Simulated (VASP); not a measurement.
Input of a VASP 6.6.1 run:

Contents of INCAR:

```
PREC     = Accurate       # precision mode
ENCUT    = 520            # plane-wave cutoff, eV
EDIFF    = 1E-6           # SCF threshold, eV
ISMEAR   = -1             # smearing method
SIGMA    = 0.1            # smearing width, eV
LREAL    = F              # projectors in reciprocal space
LASPH    = T              # aspherical terms in the spheres
NELM     = 60             # most SCF steps
ALGO     = Normal         # electronic algorithm
ISIF     = 2              # what is computed and relaxed
LWAVE    = F              # write WAVECAR
LCHARG   = F              # write CHGCAR
GGA      = PE             # functional
NBANDS   = 20             # bands
```

The input KPOINTS:

```
regular mesh
0
Gamma
  11 11 11
```

The input POSCAR:

```
MoS2
1.0
    1.6210571974      0.9359173729      6.3098112432
   -1.6210571974      0.9359173729      6.3098112432
    0.0000000000     -1.8718357719      6.3098112432
Mo S
1 2
Direct
    0.0000000000      0.0000000000      0.0000000000
    0.2500000000      0.2500000000      0.2500000000
    0.4170000000      0.4170000000      0.4170000000
```

Potentials or basis: VASP PAW PBE potentials, release 64 (Mo_sv, S).

Launch:

```console
$ cat potpaw_PBE.64/Mo_sv/POTCAR potpaw_PBE.64/S/POTCAR > POTCAR
$ mpirun -np 1 vasp_std > vasp.out
```

Problem. Estimate the band gap on the k mesh.

Solution. 0.98 eV, indirect (least direct gap 1.70 eV).

Problem. Predict the largest force.

Solution. 0.751 eV/Å.

Problem. Predict the pressure.

Solution. -5.5 GPa.

Stress tensor (GPa, compression positive):
```
-5.84  0.00  0.00
 0.00 -5.84  0.00
 0.00  0.00 -4.75
```

A k mesh can miss the band edges. PBE gaps usually lie below the measured ones, often by a third to a half.
